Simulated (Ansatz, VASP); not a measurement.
# Two plane-wave programs on Al

```xyz
1
Lattice="-1.6146 1.6146 1.6146 1.6146 -1.6146 1.6146 1.6146 1.6146 -1.6146" Properties=species:S:1:pos:R:3 pbc="T T T"
Al    0.0000    0.0000    0.0000
```

Alike in both runs: task single point; functional PBE; k mesh 8 × 8 × 8; occupations gaussian, width 0.05 eV; no spin polarisation.

```csv
,VASP,Ansatz
version,VASP 6.6.1,Ansatz 0.2.0
potentials or method,"VASP PAW PBE potentials, release 64 (Al), cutoff 500 eV","scalar-relativistic, plane waves, PAW"
valence electrons in the cell,3,3
```

```csv
,VASP,Ansatz,Ansatz less VASP
gap on the k mesh at the Fermi level (eV),none,none,-
pressure (GPa),1.0,1.1,+0.02
```

A gap of «none» marks a metal or a gap that the smearing closes. The functional is the same, so the differences come from potentials, cutoffs and numerics.
